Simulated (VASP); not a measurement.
# SnH2 (Fm-3m) in VASP: a series of runs, part 2 of 2

VASP 6.6.1. Earlier steps stand in the parts before.

### 3 Relaxation of cell and atoms, PBE

INCAR

```
PREC     = Accurate       # precision mode
ENCUT    = 600            # plane-wave cutoff, eV
EDIFF    = 1E-6           # SCF threshold, eV
ISMEAR   = 0              # smearing method
SIGMA    = 0.1            # smearing width, eV
LREAL    = F              # projectors in reciprocal space
LASPH    = T              # aspherical terms in the spheres
NELM     = 100            # most SCF steps
ALGO     = Normal         # electronic algorithm
ISIF     = 3              # what is computed and relaxed
LWAVE    = F              # write WAVECAR
LCHARG   = F              # write CHGCAR
GGA      = PE             # functional
IBRION   = 2              # ionic algorithm
NSW      = 100            # ionic steps
EDIFFG   = -0.01          # ionic threshold
```

KPOINTS

```
regular mesh
0
Gamma
  8 8 8
```

POSCAR

```
SnH2
1.0
    0.0000000000      4.1091956060      4.1091956060
    4.1091956060      0.0000000000      4.1091956060
    4.1091956060      4.1091956060      0.0000000000
Sn H
3 6
Direct
    0.0000000000      0.0000000000      0.0000000000
    0.7500000000      0.7500000000      0.7500000000
    0.2500000000      0.2500000000      0.2500000000
    0.5000000000      0.0000000000      0.0000000000
    0.0000000000      0.5000000000      0.0000000000
    0.0000000000      0.0000000000      0.5000000000
    0.0000000000      0.5000000000      0.5000000000
    0.5000000000      0.0000000000      0.5000000000
    0.5000000000      0.5000000000      0.0000000000
```

Potentials or basis: VASP PAW PBE potentials, release 64 (Sn_d, H).

The run is started by

```console
> cat potpaw_PBE.64/Sn_d/POTCAR potpaw_PBE.64/H/POTCAR > POTCAR
> mpirun -np 1 vasp_std > vasp.out
```

OUTCAR:

```text
PREC = Accurate
   ENCUT = 600
   EDIFF = 1E-6
   ISMEAR = 0
   LREAL = F
   LASPH = T
   NELM = 100
   ISIF = 3
   GGA = PE
   IBRION = 2
   NSW = 100
   EDIFFG = -0.01

 ion  position               nearest neighbor table
   1  0.000  0.000  0.000-   2 3.56   2 3.56   2 3.56   2 3.56   3 3.56   3 3.56   3 3.56   3 3.56

   2  0.750  0.750  0.750-   4 2.05   5 2.05   6 2.05   7 2.05   8 2.05   9 2.05   1 3.56   1 3.56
                             1 3.56   1 3.56
   3  0.250  0.250  0.250-   4 2.05   5 2.05   6 2.05   7 2.05   8 2.05   9 2.05   1 3.56   1 3.56
                             1 3.56   1 3.56
   4  0.500  0.000  0.000-   2 2.05   3 2.05
   5  0.000  0.500  0.000-   2 2.05   3 2.05
   6  0.000  0.000  0.500-   2 2.05   3 2.05
   7  0.000  0.500  0.500-   2 2.05   3 2.05
   8  0.500  0.000  0.500-   2 2.05   3 2.05
   9  0.500  0.500  0.000-   2 2.05   3 2.05

  LATTYP: Found a face centered cubic cell.
 ALAT       =     8.2183912120

  Lattice vectors:

 A1 = (   0.0000000000,   4.1091956060,   4.1091956060)
 A2 = (   4.1091956060,   0.0000000000,   4.1091956060)
 A3 = (   4.1091956060,   4.1091956060,   0.0000000000)

Analysis of symmetry for initial positions (statically):
=====================================================================
 Subroutine PRICEL returns:
 Original cell was already a primitive cell.

 Routine SETGRP: Setting up the symmetry group for a
 face centered cubic supercell.

 Subroutine GETGRP returns: Found 48 space group operations
 (whereof 48 operations were pure point group operations)
 out of a pool of 48 trial point group operations.

The static configuration has the point symmetry O_h .

Analysis of symmetry for dynamics (positions and initial velocities):
=====================================================================
 Subroutine PRICEL returns:
 Original cell was already a primitive cell.

 Routine SETGRP: Setting up the symmetry group for a
 face centered cubic supercell.

 Subroutine GETGRP returns: Found 48 space group operations
 (whereof 48 operations were pure point group operations)
 out of a pool of 48 trial point group operations.

The dynamic configuration has the point symmetry O_h .

 Subroutine INISYM returns: Found 48 space group operations
 (whereof 48 operations are pure point group operations),
 and found     1 'primitive' translations

----------------------------------------------------------------------------------------

                                     Primitive cell

  volume of cell :     138.7716

  direct lattice vectors                    reciprocal lattice vectors
     0.000000000  4.109195606  4.109195606    -0.121678316  0.121678316  0.121678316
     4.109195606  0.000000000  4.109195606     0.121678316 -0.121678316  0.121678316
     4.109195606  4.109195606  0.000000000     0.121678316  0.121678316 -0.121678316

  length of vectors
     5.811280156  5.811280156  5.811280156     0.210753025  0.210753025  0.210753025

[... 55 lines left out ...]
  0.500000  0.000000  0.000000      4.000000
  0.125000  0.125000  0.000000      6.000000
[... 16 lines left out ...]
  0.500000  0.250000  0.125000     48.000000
 -0.375000  0.250000  0.125000     24.000000
 [... further k-points ...]
   k-points           NKPTS =     29   k-points in BZ     NKDIM =     29   number of bands    NBANDS=     29
   number of dos      NEDOS =    301   number of ions     NIONS =      9
   total plane-waves  NPLWV = 110592
   dimension x,y,z NGX =    48 NGY =   48 NGZ =   48
   dimension x,y,z NGXF=    96 NGYF=   96 NGZF=   96
   ions per type =               3   6
   NGX,Y,Z   is equivalent  to a cutoff of  13.73, 13.73, 13.73 a.u.
   NGXF,Y,Z  is equivalent  to a cutoff of  27.46, 27.46, 27.46 a.u.
 SYSTEM =  unknown system
   PREC   = accura    normal or accurate (medium, high low for compatibility)
   ISTART =      0    job   : 0-new  1-cont  2-samecut
   ICHARG =      2    charge: 1-file 2-atom 10-const
   ISPIN  =      1    spin polarized calculation?
   LNONCOLLINEAR =      F non collinear calculations
   LSORBIT =      F    spin-orbit coupling
   LASPH  =      T    aspherical Exc in radial PAW
   ENCUT  =  600.0 eV  44.10 Ry    6.64 a.u.  11.61 11.61 11.61*2*pi/ulx,y,z
   NELM   =    100;   NELMIN=  2; NELMDL= -5     # of ELM steps
   EDIFF  = 0.1E-05   stopping-criterion for ELM
   LREAL  =      F    real-space projection
   EDIFFG = -.1E-01   stopping-criterion for IOM
   NSW    =    100    number of steps for IOM
   IBRION =      2    ionic relax: 0-MD 1-quasi-New 2-CG
   NFREE  =      1    steps in history (QN), initial steepest desc. (CG)
   ISIF   =      3    stress and relaxation
   ISYM   =      2    0-nonsym 1-usesym 2-fastsym
   POTIM  = 0.5000    time-step for ionic-motion
   TEBEG  =    0.0;   TEEND  =   0.0 temperature during run
   PSTRESS=    0.0 pullay stress
   NELECT =      48.0000    total number of electrons
   NUPDOWN=      -1.0000    fix difference up-down
   EMIN   =  10.00;   EMAX   =-10.00  energy-range for DOS
   EFERMI =   0.00;   METHOD = LEGACY
   ISMEAR =     0;   SIGMA  =   0.10  broadening in eV -4-tet -1-fermi 0-gaus
   EFERMI_NEDOS =   21; number of points for ismear=-14 and -15
   IALGO  =     38    algorithm
   IMIX   =      4    mixing-type and parameters
     AMIX     =   0.40;   BMIX     =  1.00
     AMIX_MAG =   1.60;   BMIX_MAG =  1.00
  volume/ion in A,a.u.               =      15.42       104.05
  Fermi-wavevector in a.u.,A,eV,Ry     =   1.149181  2.171637 17.968084  1.320617
  Thomas-Fermi vector in A             =   2.285852
   LORBIT       =      0    0 simple, 1 ext, 2 COOP (PROOUT), +10 PAW based schemes
   GGA     = PE    functional components
   LHFCALC =     F    Hartree Fock is set to
   AEXX    =    0.0000 exact exchange contribution
   IVDW    =     0    specifies the selected vdW correction
   LEPSILON=     F    determine dielectric tensor
   LRPA    =     F    only Hartree local field effects (RPA)
 conjugate gradient relaxation of ions
 non-spin polarized calculation
 Gauss-broadening in eV      SIGMA  =   0.10
  energy-cutoff  :      600.00
  volume of cell :      138.77
 maximum number of plane-waves:      4656
 NGX is ok and might be reduce to    48
   NGX = 23   NGY = 23   NGZ = 23

 number of electron      48.0000009 magnetization

 Free energy of the ion-electron system (eV)
  ---------------------------------------------------
  ext. energy  EPLUGINS =         0.00000000
  ---------------------------------------------------
  free energy    TOTEN  =       -27.22351641 eV

  energy without entropy =      -27.21152150  energy(sigma->0) =      -27.21751896

 E-fermi :   4.1227     XC(G=0):  -8.5159

 val. band max:        4.0740832314   @ k =  -0.1250   0.1250   0.0000
 cond. band min:       4.1347430068   @ k =  -0.2500   0.5000   0.2500
 fundamental gap:      0.0606597754
 Fermi energy:         4.1227239598

 k-point     1 :       0.0000    0.0000    0.0000
  band No.  band energies     occupation
      1     -18.1644      2.00000
      2     -18.1644      2.00000
      3     -18.1644      2.00000
      4     -18.1607      2.00000
      5     -18.1607      2.00000
      6     -17.4514      2.00000
[... 757 lines left out ...]
     28       7.3836      0.00000
     29       7.6142      0.00000

 [... further k-points ...]

------------------------ aborting loop because EDIFF is reached ----------------------------------------

  FORCE on cell =-STRESS in cart. coord.  units (eV):
  Direction    XX          YY          ZZ          XY          YZ          ZX
  --------------------------------------------------------------------------------------
  -------------------------------------------------------------------------------------
  Total       -0.0421496     -0.0421496     -0.0421496     -0.0000000      0.0000000     -0.0000000
  in kB       -0.4866350     -0.4866350     -0.4866350     -0.0000000      0.0000000     -0.0000000
  external PRESSURE =      -0.4866350 kB  Pullay stress =       0.0000000 kB

 VOLUME and BASIS-vectors are now :
 -----------------------------------------------------------------------------
  energy-cutoff  :      600.00
  volume of cell :      138.77
      direct lattice vectors                 reciprocal lattice vectors
     0.000000000  4.109195606  4.109195606    -0.121678316  0.121678316  0.121678316
     4.109195606  0.000000000  4.109195606     0.121678316 -0.121678316  0.121678316
     4.109195606  4.109195606  0.000000000     0.121678316  0.121678316 -0.121678316

 POSITION                                       TOTAL-FORCE (eV/Angst)
 -----------------------------------------------------------------------------------
      0.00000      0.00000      0.00000         0.000000      0.000000      0.000000
      6.16379      6.16379      6.16379         0.000000      0.000000     -0.000000
      2.05460      2.05460      2.05460        -0.000000     -0.000000     -0.000000
      0.00000      2.05460      2.05460         0.000000      0.000000      0.000000
      2.05460      0.00000      2.05460         0.000000      0.000000      0.000000
      2.05460      2.05460      0.00000         0.000000      0.000000      0.000000
      4.10920      2.05460      2.05460         0.000000      0.000000      0.000000
      2.05460      4.10920      2.05460         0.000000      0.000000      0.000000
      2.05460      2.05460      4.10920         0.000000      0.000000      0.000000
 -----------------------------------------------------------------------------------
    total drift:                               -0.000000     -0.000000      0.000000

  FREE ENERGIE OF THE ION-ELECTRON SYSTEM (eV)
  ---------------------------------------------------
  free  energy   TOTEN  =       -27.2235164148 eV

  energy  without entropy=      -27.2115215023  energy(sigma->0) =      -27.21751896

 reached required accuracy - stopping structural energy minimisation
```

It took 82 s on 1 thread of Intel Xeon 6975P-C (Granite Rapids), shared host; peak memory 0.38 GiB.

Results:

```
Free energy             : -27.2235 eV
Pressure after relaxing : 0.0 GPa
Band gap on the k mesh  : zero (band 24 reaches 5.10 eV, above the bottom of band 25 at 2.79 eV)
```

Final structure:
```xyz
9
Lattice="0.0000 4.1092 4.1092 4.1092 0.0000 4.1092 4.1092 4.1092 0.0000" Properties=species:S:1:pos:R:3 pbc="T T T"
Sn    0.0000    0.0000    0.0000
Sn    6.1638    6.1638    6.1638
Sn    2.0546    2.0546    2.0546
H     0.0000    2.0546    2.0546
H     2.0546    0.0000    2.0546
H     2.0546    2.0546    0.0000
H     4.1092    2.0546    2.0546
H     2.0546    4.1092    2.0546
H     2.0546    2.0546    4.1092
```

Levels at points of the mesh, in eV from the Fermi level:
```csv
k point,band 22,band 23,band 24,band 25,band 26,band 27
"(0.00, 0.00, 0.00)",-2.35,-2.35,-1.33,-1.33,-1.33,1.59
"(0.50, 0.00, 0.00)",-4.38,-2.16,-1.02,0.54,0.54,2.48
"(0.50, 0.50, 0.00)",-2.14,0.65,0.97,1.31,1.31,1.31
```

Caveat: the relaxation stopped at its first step, so nothing moved; spin-orbit coupling is left out, which moves the levels of the heavy elements.
